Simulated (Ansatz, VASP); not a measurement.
## Two plane-wave programs on Nb2PdSe4

File INCAR:

```
ALGO = Normal ; EDIFF = 1E-7
ENCUT = 520 ; GGA = PE
ISIF = 2 ; ISMEAR = 0
ISPIN = 2 ; LASPH = True
LCHARG = True ; LELF = True
LMAXMIX = 4 ; LORBIT = 11
LREAL = False ; LVHAR = True
LWAVE = False ; MAGMOM = 0 0 1 0 0 0 0
NBANDS = 43 ; NELM = 150
PREC = Accurate ; SIGMA = 0.1
```

KPOINTS

```
k-points
0
Gamma
  4 6 4
```

Contents of POSCAR:

```
Nb2PdSe4
1.0
    6.1371644367      0.0000000000      0.0000000000
    0.0000000000      3.6662858081      0.0000000000
   -0.1672564020      0.0000000000      6.4221451492
Nb Pd Se
2 1 4
Direct
    0.0000000000      0.5000000000      0.5000000000
    0.5000000000      0.0000000000      0.5000000000
    0.5000000000      0.0000000000      0.0000000000
    0.1615952583      0.0000000000      0.7501569397
    0.6768106067      0.5000000000      0.7535627301
    0.3231893933      0.5000000000      0.2464372699
    0.8384047417      0.0000000000      0.2498430603
```

Input for Ansatz:

```yaml
crystal:
  lattice:
    - [6.1371644799, 0.0, 0.0]
    - [0.0, 3.6662857759, 0.0]
    - [-0.1672564064, 0.0, 6.4221451173]
  atoms:
    - { symbol: Nb, position: [0.0, 0.5, 0.5] }
    - { symbol: Nb, position: [0.5, 0.0, 0.5] }
    - { symbol: Pd, position: [0.5, 0.0, 0.0], spin: 1.0 }
    - { symbol: Se, position: [0.1615952607, 0.0, 0.7501569401] }
    - { symbol: Se, position: [0.6768106083, 0.5, 0.753562732] }
    - { symbol: Se, position: [0.3231893917, 0.5, 0.246437268] }
    - { symbol: Se, position: [0.8384047393, 0.0, 0.2498430599] }
basis:
  ecutwfc: 420
kpoints:
  mp_grid: { grid: [4, 6, 4] }
hamiltonian:
  xc: pbe
scf:
  occupations: { method: gaussian, width: 0.1 }
  lower_state_search: "off"
output:
  forces: true
  stress: true
  eigenvalues: true
  populations: true
magnetization:
  spin_polarized: true
```

Change from the starting cell: species swapped into the KCr2S4 type (P2/m, No. 10).

Alike in both runs: task single point; functional PBE; k mesh 4 × 6 × 4; occupations gaussian, width 0.1 eV; collinear spin.

|  | VASP | Ansatz |
| --- | --- | --- |
| version | VASP 6.6.1 | Ansatz 0.2.0 |
| potentials or method | VASP PAW PBE potentials, release 64 (Nb_sv, Pd, Se), cutoff 520 eV | scalar-relativistic, plane waves, PAW |
| valence electrons in the cell | 60 | 108 |

```tsv
	VASP	Ansatz	Ansatz less VASP
gap on the k mesh at the Fermi level (eV)	none	none	-
pressure (GPa)	-0.1	0.0	+0.03
traceless stress, the component that is largest in VASP (GPa)	-1.31	-1.30	+0.013
rms of the force components (eV/Å)	0.055	0.057	+0.0016
net moment per atom (μB)	0.00	0.00	0.000
```

Atom by atom the forces differ by 0.002 eV/Å (rms over components). A gap of «none» marks a metal or a gap that the smearing closes. VASP's potentials hold 60 valence electrons a cell and Ansatz's 108, so a difference there can come from the potentials and not from the codes. Ansatz's warnings: seeded moment not kept.
